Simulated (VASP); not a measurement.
Input of a VASP 6.6.1 run:

Contents of INCAR:

```
  ALGO = Normal
  EDIFF = 1E-6
  ENCUT = 520
  GGA = PS
  ISIF = 2
  ISMEAR = 0
  LASPH = T
  LCHARG = F
  LREAL = F
  LWAVE = F
  NBANDS = 36
  NELM = 60
  PREC = Accurate
  SIGMA = 0.05
```

Contents of KPOINTS:

```
Automatic mesh
0
Gamma
  10 10 7
  0.5 0.5 0.5
```

The input POSCAR:

```
Sn
1.0
    4.3133510000      0.0000000000      0.0000000000
    0.0000000000      4.3133510000      0.0000000000
    0.0000000000      0.0000000000      6.9892000952
Sn
4
Direct
    0.0000000000      0.0000000000      0.0000000000
    0.5000000000      0.5000000000      0.5000000000
    0.5000000000      0.0000000000      0.2500000000
    0.0000000000      0.5000000000      0.7500000000
```

Potentials or basis: VASP PAW PBE potentials, release 64 (Sn_d).

Launch:

```console
$ cat potpaw_PBE.64/Sn_d/POTCAR > POTCAR
$ mpirun -np 1 vasp_std > vasp.out
```

Q: Estimate the pressure.

A: 3.4 GPa.

Q: What does it give for the band gap on the k mesh?

A: Zero (bands 28 and 29 overlap by 0.02 eV).

Stress tensor (GPa, compression positive):
```
 5.09  0.00  0.00
 0.00  5.09  0.00
 0.00  0.00 -0.09
```

Caveat: the stress differs along the axes, from -0 to 5 GPa; the PAW data sets were made with another functional, which shifts forces and pressure a little; spin-orbit coupling is left out, which moves the levels of the heavy elements.
